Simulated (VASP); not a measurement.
# NaH (P1) in VASP: single point with PBEsol

Aim: the single point of NaH with PBEsol.

Program: VASP 6.6.1. These are calculated values, not measurements. Logs are shortened: lines on timing, memory, paths and dates and some standing lists are left out, and cuts for length are marked.

## (1) The cell of the first run

The typed cell holds 16 atoms: a = 5.844 Å, b = 6.622 Å, c = 5.741 Å, α = 90.00°, β = 90.01°, γ = 90.03°.

## (2) Single point, PBEsol

Contents of INCAR:

```
ALGO     = Normal         # electronic algorithm
EDIFF    = 1E-6           # SCF threshold, eV
ENCUT    = 520            # plane-wave cutoff, eV
GGA      = PS             # functional
ISIF     = 2              # what is computed and relaxed
ISMEAR   = -1             # smearing method
LASPH    = True           # aspherical terms in the spheres
LCHARG   = True           # write CHGCAR
LELF     = True           # ELF
LREAL    = Auto         
LVHAR    = True         
LWAVE    = False          # write WAVECAR
NBANDS   = 46             # bands
NELM     = 80             # most SCF steps
PREC     = Accurate       # precision mode
SIGMA    = 0.05           # smearing width, eV
```

Contents of KPOINTS:

```
k-points
0
Gamma
  4 4 4
```

Contents of POSCAR:

```
NaH
1.0
    5.8443487148     -0.0020129302     -0.0002157780
   -0.0010911222      6.6221680672      0.0019242504
   -0.0006889423     -0.0020496105      5.7409560152
Na H
8 8
Direct
    0.0003130014     -0.1269154380      0.0011155006
    0.0003280483      0.1231172684      0.5010784756
    0.0002965895      0.3730881875      0.0010953440
    0.0003308243      0.6231080000      0.5010674759
    0.5002989995     -0.1268012631      0.0010306313
    0.5003045316      0.1232115204      0.5009964082
    0.5003439353      0.3731869591      0.0010258465
    0.5003263341      0.6232167668      0.5009894186
    0.2503039311      0.1231624724      0.1677457186
    0.2503347140      0.3731425594      0.6677538735
    0.2503210750      0.6231505792      0.1677376152
    0.2503215248      0.8731606655      0.6677584217
    0.7503043572      0.3731291755      0.3343510807
    0.7503145529      0.1231650788      0.8343435772
    0.7503117954      0.8731404094      0.3343608634
    0.7503289971      0.6231475953      0.8343400094
```

Potentials or basis: VASP PAW PBE potentials, release 64 (Na_pv, H).

Launch:

```sh
> cat potpaw_PBE.64/Na_pv/POTCAR potpaw_PBE.64/H/POTCAR > POTCAR
> mpirun -np 1 vasp_std > vasp.out
```

OUTCAR:

```text
EDIFF = 1E-6
   ENCUT = 520
   GGA = PS
   ISIF = 2
   ISMEAR = -1
   LASPH = True
   LREAL = Auto
   NELM = 80
   PREC = Accurate

 ion  position               nearest neighbor table
   1  0.000  0.873  0.001-
   2  0.000  0.123  0.501-
   3  0.000  0.373  0.001-
   4  0.000  0.623  0.501-
   5  0.500  0.873  0.001-
   6  0.500  0.123  0.501-
[... 8 lines left out ...]
  15  0.750  0.873  0.334-
  16  0.750  0.623  0.834-

  LATTYP: Found a triclinic cell.
 ALAT       =     5.8443490654
 B/A-ratio  =     1.5116365087
 C/A-ratio  =     0.9823089549
 COS(alpha) =     0.0000539444
 COS(beta)  =     0.0001568026
 COS(gamma) =     0.6619163838

  Lattice vectors:

 A1 = (   5.8443487148,  -0.0020129302,  -0.0002157780)
 A2 = (   5.8454398370,  -6.6241809974,  -0.0021400284)
 A3 = (   0.0006889423,   0.0020496105,  -5.7409560152)

Analysis of symmetry for initial positions (statically):
=====================================================================
 Subroutine PRICEL returns:
 Original cell was already a primitive cell.

 Routine SETGRP: Setting up the symmetry group for a
 triclinic supercell.

 Subroutine GETGRP returns: Found  1 space group operations
 (whereof  1 operations were pure point group operations)
 out of a pool of  2 trial point group operations.

The static configuration has the point symmetry C_1 .

Analysis of symmetry for dynamics (positions and initial velocities):
=====================================================================
 Subroutine PRICEL returns:
 Original cell was already a primitive cell.

 Routine SETGRP: Setting up the symmetry group for a
 triclinic supercell.

 Subroutine GETGRP returns: Found  1 space group operations
 (whereof  1 operations were pure point group operations)
 out of a pool of  2 trial point group operations.

The dynamic configuration has the point symmetry C_1 .

 Subroutine INISYM returns: Found  1 space group operations
 (whereof  1 operations are pure point group operations),
 and found     1 'primitive' translations

----------------------------------------------------------------------------------------

                                     Primitive cell

  volume of cell :     222.1880

  direct lattice vectors                    reciprocal lattice vectors
     5.844348715 -0.002012930 -0.000215778     0.171105475  0.000028187  0.000020544
    -0.001091122  6.622168067  0.001924250     0.000052013  0.151007939  0.000053918
    -0.000688942 -0.002049611  5.740956015     0.000006414 -0.000050614  0.174186999

  length of vectors
     5.844349065  6.622168437  5.740956422     0.171105478  0.151007958  0.174187007

  position of ions in fractional coordinates (direct lattice)
     0.000313001  0.873084562  0.001115501
     0.000328048  0.123117268  0.501078476
     0.000296590  0.373088188  0.001095344
     0.000330824  0.623108000  0.501067476
     0.500299000  0.873198737  0.001030631
     0.500304532  0.123211520  0.500996408
[... 8 lines left out ...]
     0.750311795  0.873140409  0.334360863
     0.750328997  0.623147595  0.834340009

  ion indices of the primitive-cell ions
   primitive index   ion index
                 1           1
                 2           2
                 3           3
                 4           4
                 5           5
                 6           6
[... 8 lines left out ...]
                15          15
                16          16

----------------------------------------------------------------------------------------

 KPOINTS: k-points

Automatic generation of k-mesh.
 Grid dimensions read from file:
 generate k-points for:    4    4    4

 Generating k-lattice:

  Cartesian coordinates                     Fractional coordinates (reciprocal lattice)
     0.042776369  0.000007047  0.000005136     0.250000000 -0.000000000  0.000000000
     0.000013003  0.037751985  0.000013480     0.000000000  0.250000000  0.000000000
     0.000001603 -0.000012653  0.043546750     0.000000000 -0.000000000  0.250000000

  Length of vectors
     0.042776370  0.037751989  0.043546752

  Shift w.r.t. Gamma in fractional coordinates (k-lattice)
     0.000000000  0.000000000  0.000000000

 Subroutine IBZKPT returns following result:
 ===========================================

 Found     36 irreducible k-points:

 Following reciprocal coordinates:
            Coordinates               Weight
  0.000000  0.000000  0.000000      1.000000
  0.250000  0.000000  0.000000      2.000000
  0.500000  0.000000  0.000000      1.000000
  0.000000  0.250000  0.000000      2.000000
  0.250000  0.250000  0.000000      2.000000
  0.500000  0.250000  0.000000      2.000000
[... 16 lines left out ...]
  0.000000 -0.250000  0.250000      2.000000
  0.250000 -0.250000  0.250000      2.000000
 [... further k-points ...]
   k-points           NKPTS =     36   k-points in BZ     NKDIM =     36   number of bands    NBANDS=     46
   number of dos      NEDOS =    301   number of ions     NIONS =     16
   total plane-waves  NPLWV = 115200
   dimension x,y,z NGX =    48 NGY =   50 NGZ =   48
   dimension x,y,z NGXF=    96 NGYF=  100 NGZF=   96
   ions per type =               8   8
   NGX,Y,Z   is equivalent  to a cutoff of  13.65, 12.55, 13.90 a.u.
   NGXF,Y,Z  is equivalent  to a cutoff of  27.31, 25.10, 27.80 a.u.
 SYSTEM =  unknown system
   PREC   = accura    normal or accurate (medium, high low for compatibility)
   ISTART =      0    job   : 0-new  1-cont  2-samecut
   ICHARG =      2    charge: 1-file 2-atom 10-const
   ISPIN  =      1    spin polarized calculation?
   LNONCOLLINEAR =      F non collinear calculations
   LSORBIT =      F    spin-orbit coupling
   LASPH  =      T    aspherical Exc in radial PAW
   ENCUT  =  520.0 eV  38.22 Ry    6.18 a.u.  10.87 12.31 10.67*2*pi/ulx,y,z
   NELM   =     80;   NELMIN=  2; NELMDL= -5     # of ELM steps
   EDIFF  = 0.1E-05   stopping-criterion for ELM
   LREAL  =      T    real-space projection
   EDIFFG = 0.1E-04   stopping-criterion for IOM
   NSW    =      0    number of steps for IOM
   IBRION =     -1    ionic relax: 0-MD 1-quasi-New 2-CG
   NFREE  =      0    steps in history (QN), initial steepest desc. (CG)
   ISIF   =      2    stress and relaxation
   ISYM   =      2    0-nonsym 1-usesym 2-fastsym
   POTIM  = 0.5000    time-step for ionic-motion
   TEBEG  =    0.0;   TEEND  =   0.0 temperature during run
   PSTRESS=    0.0 pullay stress
   NELECT =      64.0000    total number of electrons
   NUPDOWN=      -1.0000    fix difference up-down
   EMIN   =  10.00;   EMAX   =-10.00  energy-range for DOS
   EFERMI =   0.00;   METHOD = LEGACY
   ISMEAR =    -1;   SIGMA  =   0.05  broadening in eV -4-tet -1-fermi 0-gaus
   EFERMI_NEDOS =   21; number of points for ismear=-14 and -15
   IALGO  =     38    algorithm
   IMIX   =      4    mixing-type and parameters
     AMIX     =   0.40;   BMIX     =  1.00
     AMIX_MAG =   1.60;   BMIX_MAG =  1.00
  volume/ion in A,a.u.               =      13.89        93.71
  Fermi-wavevector in a.u.,A,eV,Ry     =   1.081172  2.043118 15.904286  1.168932
  Thomas-Fermi vector in A             =   2.217181
   LORBIT       =      0    0 simple, 1 ext, 2 COOP (PROOUT), +10 PAW based schemes
   GGA     = PS    functional components
   LHFCALC =     F    Hartree Fock is set to
   AEXX    =    0.0000 exact exchange contribution
   IVDW    =     0    specifies the selected vdW correction
   LEPSILON=     F    determine dielectric tensor
   LRPA    =     F    only Hartree local field effects (RPA)
 non-spin polarized calculation
  energy-cutoff  :      520.00
  volume of cell :      222.19
 maximum number of plane-waves:      6016
 NGX is ok and might be reduce to    48
   NGX = 21   NGY = 25   NGZ = 21

 number of electron      64.0000048 magnetization

 Free energy of the ion-electron system (eV)
  ---------------------------------------------------
  ext. energy  EPLUGINS =         0.00000000
  ---------------------------------------------------
  free energy    TOTEN  =       -39.97096489 eV

  energy without entropy =      -39.97096489  energy(sigma->0) =      -39.97096489

 E-fermi :   0.0826     XC(G=0):  -7.9399

 val. band max:       -1.0273732055   @ k =   0.0000   0.0000   0.0000
 cond. band min:       2.1582300593   @ k =   0.0000   0.0000   0.0000
 fundamental gap:      3.1856032648
 Fermi energy:         0.0826340404

 k-point     1 :       0.0000    0.0000    0.0000
  band No.  band energies     occupation
      1     -23.3221      2.00000
      2     -23.2985      2.00000
      3     -23.2983      2.00000
      4     -23.2983      2.00000
      5     -23.2615      2.00000
      6     -23.2426      2.00000
[... 36 lines left out ...]
     43       6.4847      0.00000
     44       6.4847      0.00000

 k-point     2 :       0.2500    0.0000    0.0000
  band No.  band energies     occupation
      1     -23.2934      2.00000
      2     -23.2718      2.00000
      3     -23.2717      2.00000
      4     -23.2716      2.00000
      5     -23.2567      2.00000
      6     -23.2382      2.00000
[... 36 lines left out ...]
     43       6.7659      0.00000
     44       6.7728      0.00000

 k-point     3 :       0.5000    0.0000    0.0000
  band No.  band energies     occupation
      1     -23.2454      2.00000
      2     -23.2453      2.00000
      3     -23.2280      2.00000
      4     -23.2280      2.00000
      5     -23.2279      2.00000
      6     -23.2279      2.00000
[... 36 lines left out ...]
     43       6.6920      0.00000
     44       6.6922      0.00000

 k-point     4 :       0.0000    0.2500    0.0000
  band No.  band energies     occupation
      1     -23.3194      2.00000
      2     -23.3046      2.00000
      3     -23.2976      2.00000
      4     -23.2956      2.00000
      5     -23.2565      2.00000
      6     -23.2364      2.00000
[... 882 lines left out ...]
     43       6.7358      0.00000
     44       6.7377      0.00000

 k-point    23 :       0.0000   -0.2500    0.2500
  band No.  band energies     occupation
      1     -23.3162      2.00000
      2     -23.3033      2.00000
      3     -23.3008      2.00000
      4     -23.2969      2.00000
      5     -23.2502      2.00000
      6     -23.2447      2.00000
[... 36 lines left out ...]
     43       6.3283      0.00000
     44       7.7068      0.00000

 k-point    24 :       0.2500   -0.2500    0.2500
  band No.  band energies     occupation
      1     -23.2880      2.00000
      2     -23.2762      2.00000
      3     -23.2739      2.00000
      4     -23.2703      2.00000
      5     -23.2456      2.00000
      6     -23.2403      2.00000
[... 36 lines left out ...]
     43       7.4947      0.00000
     44       7.5489      0.00000

 [... further k-points ...]

 [bands above 44 left out]

------------------------ aborting loop because EDIFF is reached ----------------------------------------

  FORCE on cell =-STRESS in cart. coord.  units (eV):
  Direction    XX          YY          ZZ          XY          YZ          ZX
  --------------------------------------------------------------------------------------
  -------------------------------------------------------------------------------------
  Total        0.0033077      0.0460706     -0.0098405      0.0060439      0.0023734      0.0020242
  in kB        0.0238516      0.3322109     -0.0709590      0.0435817      0.0171144      0.0145961
  external PRESSURE =       0.0950345 kB  Pullay stress =       0.0000000 kB

 VOLUME and BASIS-vectors are now :
 -----------------------------------------------------------------------------
  energy-cutoff  :      520.00
  volume of cell :      222.19
      direct lattice vectors                 reciprocal lattice vectors
     5.844348715 -0.002012930 -0.000215778     0.171105475  0.000028187  0.000020544
    -0.001091122  6.622168067  0.001924250     0.000052013  0.151007939  0.000053918
    -0.000688942 -0.002049611  5.740956015     0.000006414 -0.000050614  0.174186999

 POSITION                                       TOTAL-FORCE (eV/Angst)
 -----------------------------------------------------------------------------------
      0.00088      5.78171      0.00808        -0.000174      0.000656     -0.000739
      0.00144      0.81428      2.87691        -0.000335      0.000395      0.000317
      0.00133      2.47065      0.00701         0.000538      0.000529     -0.000544
      0.00091      4.12530      2.87781        -0.000119      0.000480      0.000409
      2.92297      5.78146      0.00749         0.000226      0.000187     -0.000511
      2.92347      0.81389      2.87633         0.000176      0.000203      0.000557
[... 8 lines left out ...]
      4.38390      5.77989      1.92107         0.000106     -0.000212     -0.000125
      4.38393      4.12337      4.79095        -0.000024     -0.000385      0.000214
 -----------------------------------------------------------------------------------
    total drift:                               -0.000804      0.005619     -0.000219

  FREE ENERGIE OF THE ION-ELECTRON SYSTEM (eV)
  ---------------------------------------------------
  free  energy   TOTEN  =       -39.9709648861 eV

  energy  without entropy=      -39.9709648860  energy(sigma->0) =      -39.97096489
```

It took 8.3 min on 1 thread of Intel Xeon Platinum 8259CL at 2.50GHz (Skylake/Cascade Lake), shared host; peak memory 0.43 GiB.

Results:

```yaml
Free_energy: -39.9710 eV
Pressure: 0.0 GPa
Band_gap_on_the_k_mesh: 3.19 eV
```

Caveat: the structure was generated, so it needn't be the stable form of NaH; the PAW data sets were made with another functional, which shifts forces and pressure a little. A k mesh can miss the band edges.
